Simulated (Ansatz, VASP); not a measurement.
**Two plane-wave programs on MoS2**

```
CELL_PARAMETERS angstrom
1.53990 0.88906 5.79705
-1.53990 0.88906 5.79705
0.00000 -1.77813 5.79705
ATOMIC_POSITIONS crystal
Mo 0.03472 0.96528 0.00000
S 0.70728 0.81118 0.75923
S 0.18882 0.29272 0.24077
```

Change from the starting cell: mode 4 frozen in at -0.160 Å and mode 5 at +0.000 Å (largest displacements).

Alike in both runs: task single point; functional PBEsol; dispersion D3(BJ); k mesh 15 × 15 × 15; occupations gaussian, width 0.15 eV; no spin polarisation.

|  | VASP | Ansatz |
| --- | --- | --- |
| version | VASP 6.6.1 | Ansatz 0.2.0 |
| potentials or method | VASP PAW PBE potentials, release 64 (Mo_sv, S), cutoff 520 eV | scalar-relativistic, plane waves, PAW |
| valence electrons in the cell | 26 | 26 |

VASP gave:

| Property | Result |
| --- | --- |
| gap on the k mesh at the Fermi level (eV) | none |
| pressure (GPa) | 4.1 |
| traceless stress, the component that is largest in VASP (GPa) | 3.88 |
| rms of the force components (eV/Å) | 1.318 |

Problem. Which values does Ansatz return?

Solution. gap on the k mesh at the Fermi level (eV): none; pressure (GPa): 4.1; traceless stress, the component that is largest in VASP (GPa): 3.92; rms of the force components (eV/Å): 1.322.

VASP's potentials were made for PBE, not for PBEsol, and Ansatz warns of the same on its side. Atom by atom the forces differ by 0.006 eV/Å (rms over components). A gap of «none» marks a metal or a gap that the smearing closes.
